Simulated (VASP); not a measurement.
# Sr (P6/mmm) in VASP: further runs

Sr is run at these levels: PBE; tasks: single point, relaxation of shape and atoms at fixed volume.

Program: VASP 6.6.1. These are calculated values, not measurements. Logs are shortened: lines on timing, memory, paths and dates and some standing lists are left out, and cuts for length are marked.

## Step 1: The cell of the first run

Symmetry: P6/mmm, No. 191, hexagonal system. The conventional cell has a = 6.575 Å, b = 6.575 Å, c = 3.909 Å, α = 90.00°, β = 90.00°, γ = 120.00°. Sr (site symmetry 6/mmm) has 14 Sr at 3.91 to 4.27 Å within 5.1 Å. Sr (site symmetry -6m2) has 11 Sr at 3.80 to 4.27 Å within 5.0 Å.

## Step 2: Single point, PBE (volume scaled by 0.88)

File INCAR:

```
ALGO = Normal
EDIFF = 1E-7
ENCUT = 520
GGA = PE
ISIF = 2
ISMEAR = -1
LASPH = True
LCHARG = False
LREAL = False
LWAVE = False
NBANDS = 22
NELM = 100
PREC = Accurate
SIGMA = 0.1
```

File KPOINTS:

```
k-points
0
Gamma
  5 5 7
```

File POSCAR:

```
Sr
1.0
    6.5747681013      0.0000000000      0.0000000000
   -3.2873840507      5.6939161997      0.0000000000
    0.0000000000      0.0000000000      3.9088442793
Sr
3
Direct
    0.0000000000      0.0000000000      0.0000000000
    0.3333333333      0.6666666667      0.5000000000
    0.6666666667      0.3333333333      0.5000000000
```

Potentials or basis: VASP PAW PBE potentials, release 64 (Sr_sv).

On the command line:

```console
> cat potpaw_PBE.64/Sr_sv/POTCAR > POTCAR
> mpirun -np 1 vasp_std > vasp.out
```

OUTCAR:

```text
EDIFF = 1E-7
   ENCUT = 520
   GGA = PE
   ISIF = 2
   ISMEAR = -1
   LASPH = True
   LREAL = False
   NELM = 100
   PREC = Accurate

 ion  position               nearest neighbor table
   1  0.000  0.000  0.000-   2 4.27   3 4.27   2 4.27   3 4.27   3 4.27   3 4.27   2 4.27   2 4.27
                             3 4.27   3 4.27   2 4.27   2 4.27
   2  0.333  0.667  0.500-   3 3.80   3 3.80   3 3.80   1 4.27   1 4.27   1 4.27   1 4.27   1 4.27
                             1 4.27
   3  0.667  0.333  0.500-   2 3.80   2 3.80   2 3.80   1 4.27   1 4.27   1 4.27   1 4.27   1 4.27
                             1 4.27

  LATTYP: Found a hexagonal cell.
 ALAT       =     6.5747681013
 C/A-ratio  =     0.5945219997

  Lattice vectors:

 A1 = (   6.5747681013,   0.0000000000,   0.0000000000)
 A2 = (  -3.2873840507,   5.6939161997,   0.0000000000)
 A3 = (   0.0000000000,   0.0000000000,   3.9088442793)

Analysis of symmetry for initial positions (statically):
=====================================================================
 Subroutine PRICEL returns:
 Original cell was already a primitive cell.

 Routine SETGRP: Setting up the symmetry group for a
 hexagonal supercell.

 Subroutine GETGRP returns: Found 24 space group operations
 (whereof 24 operations were pure point group operations)
 out of a pool of 24 trial point group operations.

The static configuration has the point symmetry D_6h.

Analysis of symmetry for dynamics (positions and initial velocities):
=====================================================================
 Subroutine PRICEL returns:
 Original cell was already a primitive cell.

 Routine SETGRP: Setting up the symmetry group for a
 hexagonal supercell.

 Subroutine GETGRP returns: Found 24 space group operations
 (whereof 24 operations were pure point group operations)
 out of a pool of 24 trial point group operations.

The dynamic configuration has the point symmetry D_6h.

 Subroutine INISYM returns: Found 24 space group operations
 (whereof 24 operations are pure point group operations),
 and found     1 'primitive' translations

----------------------------------------------------------------------------------------

                                     Primitive cell

  volume of cell :     146.3322

  direct lattice vectors                    reciprocal lattice vectors
     6.574768101  0.000000000  0.000000000     0.152096619  0.087813024  0.000000000
    -3.287384051  5.693916200  0.000000000     0.000000000  0.175626048  0.000000000
     0.000000000  0.000000000  3.908844279     0.000000000  0.000000000  0.255830094

  length of vectors
     6.574768101  6.574768101  3.908844279     0.175626048  0.175626048  0.255830094

  position of ions in fractional coordinates (direct lattice)
     0.000000000  0.000000000  0.000000000
     0.333333333  0.666666667  0.500000000
     0.666666667  0.333333333  0.500000000

  ion indices of the primitive-cell ions
   primitive index   ion index
                 1           1
                 2           2
                 3           3

----------------------------------------------------------------------------------------

 KPOINTS: k-points

Automatic generation of k-mesh.
 Grid dimensions read from file:
 generate k-points for:    5    5    7

 Generating k-lattice:

  Cartesian coordinates                     Fractional coordinates (reciprocal lattice)
     0.030419324  0.017562605  0.000000000     0.200000000  0.000000000  0.000000000
     0.000000000  0.035125210  0.000000000     0.000000000  0.200000000  0.000000000
     0.000000000  0.000000000  0.036547156     0.000000000  0.000000000  0.142857143

  Length of vectors
     0.035125210  0.035125210  0.036547156

  Shift w.r.t. Gamma in fractional coordinates (k-lattice)
     0.000000000  0.000000000  0.000000000

 Subroutine IBZKPT returns following result:
 ===========================================

 Found     20 irreducible k-points:

 Following reciprocal coordinates:
            Coordinates               Weight
  0.000000  0.000000  0.000000      1.000000
  0.200000  0.000000  0.000000      6.000000
  0.400000 -0.000000  0.000000      6.000000
  0.200000  0.200000  0.000000      6.000000
  0.400000  0.200000  0.000000      6.000000
  0.000000  0.000000  0.142857      2.000000
[... 12 lines left out ...]
  0.200000  0.200000  0.428571     12.000000
  0.400000  0.200000  0.428571     12.000000
   k-points           NKPTS =     20   k-points in BZ     NKDIM =     20   number of bands    NBANDS=     22
   number of dos      NEDOS =    301   number of ions     NIONS =      3
   total plane-waves  NPLWV =  75000
   dimension x,y,z NGX =    50 NGY =   50 NGZ =   30
   dimension x,y,z NGXF=   100 NGYF=  100 NGZF=   60
   ions per type =               3
   NGX,Y,Z   is equivalent  to a cutoff of  12.64, 12.64, 12.76 a.u.
   NGXF,Y,Z  is equivalent  to a cutoff of  25.29, 25.29, 25.52 a.u.
 SYSTEM =  unknown system
   PREC   = accura    normal or accurate (medium, high low for compatibility)
   ISTART =      0    job   : 0-new  1-cont  2-samecut
   ICHARG =      2    charge: 1-file 2-atom 10-const
   ISPIN  =      1    spin polarized calculation?
   LNONCOLLINEAR =      F non collinear calculations
   LSORBIT =      F    spin-orbit coupling
   LASPH  =      T    aspherical Exc in radial PAW
   ENCUT  =  520.0 eV  38.22 Ry    6.18 a.u.  12.22 12.22  7.27*2*pi/ulx,y,z
   NELM   =    100;   NELMIN=  2; NELMDL= -5     # of ELM steps
   EDIFF  = 0.1E-06   stopping-criterion for ELM
   LREAL  =      F    real-space projection
   EDIFFG = 0.1E-05   stopping-criterion for IOM
   NSW    =      0    number of steps for IOM
   IBRION =     -1    ionic relax: 0-MD 1-quasi-New 2-CG
   NFREE  =      0    steps in history (QN), initial steepest desc. (CG)
   ISIF   =      2    stress and relaxation
   ISYM   =      2    0-nonsym 1-usesym 2-fastsym
   POTIM  = 0.5000    time-step for ionic-motion
   TEBEG  =    0.0;   TEEND  =   0.0 temperature during run
   PSTRESS=    0.0 pullay stress
   NELECT =      30.0000    total number of electrons
   NUPDOWN=      -1.0000    fix difference up-down
   EMIN   =  10.00;   EMAX   =-10.00  energy-range for DOS
   EFERMI =   0.00;   METHOD = LEGACY
   ISMEAR =    -1;   SIGMA  =   0.10  broadening in eV -4-tet -1-fermi 0-gaus
   EFERMI_NEDOS =   21; number of points for ismear=-14 and -15
   IALGO  =     38    algorithm
   IMIX   =      4    mixing-type and parameters
     AMIX     =   0.40;   BMIX     =  1.00
     AMIX_MAG =   1.60;   BMIX_MAG =  1.00
  volume/ion in A,a.u.               =      48.78       329.17
  Fermi-wavevector in a.u.,A,eV,Ry     =   0.965314  1.824179 12.678333  0.931831
  Thomas-Fermi vector in A             =   2.095020
   LORBIT       =      0    0 simple, 1 ext, 2 COOP (PROOUT), +10 PAW based schemes
   GGA     = PE    functional components
   LHFCALC =     F    Hartree Fock is set to
   AEXX    =    0.0000 exact exchange contribution
   IVDW    =     0    specifies the selected vdW correction
   LEPSILON=     F    determine dielectric tensor
   LRPA    =     F    only Hartree local field effects (RPA)
 non-spin polarized calculation
  energy-cutoff  :      520.00
  volume of cell :      146.33
 maximum number of plane-waves:      3963
 NGX is ok and might be reduce to    50
   NGX = 25   NGY = 25   NGZ = 15

 number of electron      30.0000000 magnetization

 Free energy of the ion-electron system (eV)
  ---------------------------------------------------
  ext. energy  EPLUGINS =         0.00000000
  ---------------------------------------------------
  free energy    TOTEN  =        -4.73212620 eV

  energy without entropy =       -4.57968805  energy(sigma->0) =       -4.65590712

 E-fermi :   1.9937     XC(G=0):  -7.7196

 val. band max:        1.9749287463   @ k =   0.4000  -0.0000   0.4286
 cond. band min:       2.0402749725   @ k =   0.2000   0.0000   0.2857
 fundamental gap:      0.0653462262
 Fermi energy:         1.9937168031

 k-point     1 :       0.0000    0.0000    0.0000
  band No.  band energies     occupation
      1     -34.4164      2.00000
      2     -34.3826      2.00000
      3     -34.3177      2.00000
      4     -16.5353      2.00000
      5     -16.5353      2.00000
      6     -16.3911      2.00000
[... 14 lines left out ...]
     21       4.8546      0.00000
     22       4.8546      0.00000

 k-point     2 :       0.2000    0.0000    0.0000
  band No.  band energies     occupation
      1     -34.4134      2.00000
      2     -34.3854      2.00000
      3     -34.3180      2.00000
      4     -16.5548      2.00000
      5     -16.5321      2.00000
      6     -16.3634      2.00000
[... 14 lines left out ...]
     21       4.4396      0.00000
     22       5.0770      0.00000

 k-point     3 :       0.4000   -0.0000    0.0000
  band No.  band energies     occupation
      1     -34.4065      2.00000
      2     -34.3918      2.00000
      3     -34.3185      2.00000
      4     -16.5787      2.00000
      5     -16.4985      2.00000
      6     -16.3762      2.00000
[... 14 lines left out ...]
     21       3.8752      0.00000
     22       4.8799      0.00000

 k-point     4 :       0.2000    0.2000    0.0000
  band No.  band energies     occupation
      1     -34.4082      2.00000
      2     -34.3902      2.00000
      3     -34.3184      2.00000
      4     -16.5652      2.00000
      5     -16.5196      2.00000
      6     -16.3672      2.00000
[... 14 lines left out ...]
     21       3.9525      0.00000
     22       5.0716      0.00000

 k-point     5 :       0.4000    0.2000    0.0000
  band No.  band energies     occupation
      1     -34.4024      2.00000
      2     -34.3957      2.00000
      3     -34.3187      2.00000
      4     -16.5695      2.00000
      5     -16.4832      2.00000
      6     -16.4254      2.00000
[... 317 lines left out ...]
 k-point    18 :       0.4000   -0.0000    0.4286
  band No.  band energies     occupation
      1     -34.3920      2.00000
      2     -34.3778      2.00000
      3     -34.3042      2.00000
      4     -16.5290      2.00000
      5     -16.5240      2.00000
      6     -16.5235      2.00000
[... 14 lines left out ...]
     21       4.0167      0.00000
     22       4.1511      0.00000

 k-point    19 :       0.2000    0.2000    0.4286
  band No.  band energies     occupation
      1     -34.3936      2.00000
      2     -34.3762      2.00000
      3     -34.3042      2.00000
      4     -16.5510      2.00000
      5     -16.5260      2.00000
      6     -16.4841      2.00000
[... 14 lines left out ...]
     21       4.1076      0.00000
     22       4.2047      0.00000

 k-point    20 :       0.4000    0.2000    0.4286
  band No.  band energies     occupation
      1     -34.3882      2.00000
      2     -34.3816      2.00000
      3     -34.3042      2.00000
      4     -16.5693      2.00000
      5     -16.5190      2.00000
      6     -16.4969      2.00000
[... 14 lines left out ...]
     21       4.1444      0.00000
     22       4.1772      0.00000

------------------------ aborting loop because EDIFF is reached ----------------------------------------

  FORCE on cell =-STRESS in cart. coord.  units (eV):
  Direction    XX          YY          ZZ          XY          YZ          ZX
  --------------------------------------------------------------------------------------
  -------------------------------------------------------------------------------------
  Total        1.5749471      1.5749471      1.5719204     -0.0000000     -0.0000000      0.0000000
  in kB       17.2439467     17.2439467     17.2108078     -0.0000000     -0.0000000      0.0000000
  external PRESSURE =      17.2329004 kB  Pullay stress =       0.0000000 kB

 VOLUME and BASIS-vectors are now :
 -----------------------------------------------------------------------------
  energy-cutoff  :      520.00
  volume of cell :      146.33
      direct lattice vectors                 reciprocal lattice vectors
     6.574768101  0.000000000  0.000000000     0.152096619  0.087813024  0.000000000
    -3.287384051  5.693916200  0.000000000     0.000000000  0.175626048  0.000000000
     0.000000000  0.000000000  3.908844279     0.000000000  0.000000000  0.255830094

 POSITION                                       TOTAL-FORCE (eV/Angst)
 -----------------------------------------------------------------------------------
      0.00000      0.00000      0.00000        -0.000000     -0.000000      0.000000
     -0.00000      3.79594      1.95442        -0.000000      0.000000     -0.000000
      3.28738      1.89797      1.95442         0.000000     -0.000000      0.000000
 -----------------------------------------------------------------------------------
    total drift:                                0.000000     -0.000000      0.000000

  FREE ENERGIE OF THE ION-ELECTRON SYSTEM (eV)
  ---------------------------------------------------
  free  energy   TOTEN  =        -4.7321261950 eV

  energy  without entropy=       -4.5796880471  energy(sigma->0) =       -4.65590712
```

Wall time 57 s (1 thread of Intel Xeon Platinum 8488C (Sapphire Rapids), shared host); peak memory 0.26 GiB.

What came out:

```yaml
Free_energy: -4.7321 eV
Pressure: 1.7 GPa
Band_gap_on_the_k_mesh: zero (band 15 reaches 2.22 eV, above the bottom of band 16 at 1.93 eV)
```

Levels at points of the mesh, in eV from the Fermi level:
```
           k point  band 11  band 12  band 13  band 14  band 15  band 16  band 17  band 18  band 19  band 20
(0.00, 0.00, 0.00)   -18.23   -18.22    -3.80    -0.14     0.23     0.23     0.29     0.29     0.66     2.10
```

Caveat: the cell differs from its parent crystal (volume scaled by 0.88).

## Step 3: Single point, PBE

This run uses another cell than the first one, of 55.43 Å³/atom, 1.136 times its volume.

File INCAR:

```
PREC = Accurate
ENCUT = 520
EDIFF = 1E-6
ISMEAR = -1
SIGMA = 0.1
LREAL = F
LASPH = T
NELM = 100
ALGO = Normal
ISIF = 2
LWAVE = F
LCHARG = T
GGA = PE
LELF = T
LVHAR = T
NBANDS = 22
```

File KPOINTS:

```
Automatic mesh
0
Gamma
  5 5 7
```

File POSCAR:

```
Sr
1.0
    6.8482222292      0.0000000000      0.0000000000
   -3.4241111146      5.9307344213      0.0000000000
    0.0000000000      0.0000000000      4.0942172709
Sr
3
Direct
    0.0000000000      0.0000000000      0.0000000000
    0.3333333333      0.6666666667      0.5000000000
    0.6666666667      0.3333333333      0.5000000000
```

Potentials or basis: VASP PAW PBE potentials, release 64 (Sr_sv).

On the command line:

```console
> cat potpaw_PBE.64/Sr_sv/POTCAR > POTCAR
> mpirun -np 1 vasp_std > vasp.out
```

Wall time 62 s (1 thread of Intel Xeon Platinum 8488C (Sapphire Rapids), shared host); peak memory 0.29 GiB.

It converged, with:

| Property | Result |
| --- | --- |
| Free energy | -4.8325 eV |
| Pressure | 0.0 GPa |
| Band gap on the k mesh | zero (band 15 reaches 1.73 eV, above the bottom of band 16 at 1.61 eV) |

Levels at points of the mesh, in eV from the Fermi level:
```
           k point  band 11  band 12  band 13  band 14  band 15  band 16  band 17  band 18  band 19  band 20
(0.00, 0.00, 0.00)   -18.51   -18.49    -3.62    -0.08     0.18     0.18     0.22     0.22     0.52     1.96
```

## Step 4: Relaxation of shape and atoms at fixed volume, PBE

This run uses another cell than the first one, of 23.83 Å³/atom, 0.489 times its volume.

File INCAR:

```
ALGO = Normal
EDIFF = 1E-6
EDIFFG = -0.005
ENCUT = 600
GGA = PE
IBRION = 2
ISIF = 4
ISMEAR = -1
LASPH = T
LCHARG = F
LREAL = F
LWAVE = F
NELM = 60
NSW = 50
PREC = Accurate
SIGMA = 0.1
```

File KPOINTS:

```
k-points
0
Gamma
  5 5 7
```

File POSCAR:

```
Sr
1.0
    5.1689301519      0.0000000000      0.0000000000
   -2.5844650760      4.4764248220      0.0000000000
    0.0000000000      0.0000000000      3.0902506361
Sr
3
Direct
    0.0000000000      0.0000000000      0.0000000000
    0.3333333333      0.6666666667      0.5000000000
    0.6666666667      0.3333333333      0.5000000000
```

On the command line:

```console
> cat potpaw_PBE.64/Sr_sv/POTCAR > POTCAR
> mpirun -np 1 vasp_std > vasp.out
```

It took 68 s on 1 thread of Intel Xeon Platinum 8488C (Sapphire Rapids), shared host; peak memory 0.22 GiB.

The run converged. Its results:

```yaml
Free_energy: 0.7236 eV
Energy_gained_by_relaxing: 1.9 meV/atom
Ionic_steps: 4
Pressure_after_relaxing: 32.6 GPa
Band_gap_on_the_k_mesh: zero (band 15 reaches 6.85 eV, above the bottom of band 16 at 4.96 eV)
```

Step by step:
```tsv
step	energy change (eV)	largest force (eV/Å)	pressure (GPa)	volume (Å³)
1	0.0000	0.0000	32.52	71.50
2	-0.0038	0.0000	32.54	71.50
3	-0.0056	0.0000	32.56	71.50
4	-0.0056	0.0000	32.56	71.50
```

Final structure:
```
Sr
1.0
     5.21135    0.00000    0.00000
    -2.60568    4.51317    0.00000
     0.00000    0.00000    3.04014
Sr
3
Direct
  0.00000 0.00000 0.00000
  0.33333 0.66667 0.50000
  0.66667 0.33333 0.50000
```

Levels at points of the mesh, in eV from the Fermi level:
```
           k point  band 11  band 12  band 13  band 14  band 15  band 16  band 17  band 18  band 19
(0.00, 0.00, 0.00)   -16.42   -16.34    -3.77    -0.82     1.51     1.51     1.57     1.57     1.64
```

## Step 5: Overview

| task | cell | cutoff (eV) | gap on the mesh (eV) | pressure (GPa) |
| --- | --- | --- | --- | --- |
| single point | a = 6.575, b = 6.575, c = 3.909 Å, angles 90.0, 90.0, 120.0°, 3 atoms | 520 | none | 1.7 |
| single point | a = 6.848, b = 6.848, c = 4.094 Å, angles 90.0, 90.0, 120.0°, 3 atoms | 520 | none | 0.0 |
| relaxation of shape and atoms at fixed volume | relaxed from a = 5.169, b = 5.169, c = 3.090 Å, angles 90.0, 90.0, 120.0°, 3 atoms | 600 | none | 32.6 |

Alike in all rows: level PBE; potentials or basis VASP PAW PBE potentials, release 64 (Sr_sv); no spin polarisation; k mesh 5 × 5 × 7; smearing fermi-dirac 0.1 eV.

Total energies depend on the potentials used, so only differences within one code and one set of settings carry meaning.
